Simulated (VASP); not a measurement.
KCr, 2 atoms in the cell. It takes space group Pm-3m (No. 221, cubic). Conventional cell: a = 3.667 Å, b = 3.667 Å, c = 3.667 Å, α = 90.00°, β = 90.00°, γ = 90.00°. Within 4.2 Å of Cr (site symmetry m-3m) lie 8 K at 3.18 Å and 6 Cr at 3.67 Å. Within 4.2 Å of K (site symmetry m-3m) lie 8 Cr at 3.18 Å and 6 K at 3.67 Å. 

```yaml
Program: VASP 6.6.1
Task: single point
Functional: PBE
Potentials_or_basis: VASP PAW PBE potentials, release 64 (Cr_pv, K_sv)
Cutoff: 400 eV
k_mesh: 9 × 9 × 9
Occupations: fermi-dirac, width 0.1 eV
Spin: no spin polarisation
Dipole_correction: no
k_mesh_for_the_DOS: 14 × 14 × 14
Occupations_for_the_DOS: tetrahedron
Further_INCAR_settings: ALGO = Normal; EDIFF = 1e-06; NBANDS = 18
```

Potentials or basis: VASP PAW PBE potentials, release 64 (Cr_pv, K_sv).

Run with:

```bash
$ cat potpaw_PBE.64/Cr_pv/POTCAR potpaw_PBE.64/K_sv/POTCAR > POTCAR
$ cp INCAR.step1 INCAR
$ cp KPOINTS.step1 KPOINTS
$ mpirun -np 1 vasp_std > vasp.out
$ cp INCAR.step2 INCAR
$ cp KPOINTS.step2 KPOINTS
$ mpirun -np 1 vasp_std > vasp.out
```

Hardware: 1 thread of AMD EPYC 7R13 (shared host).

How long does it take, and how much memory?

Wall time 71 s on 1 thread of AMD EPYC 7R13 (shared host), peak memory 0.19 GiB. Counts: k points 120.
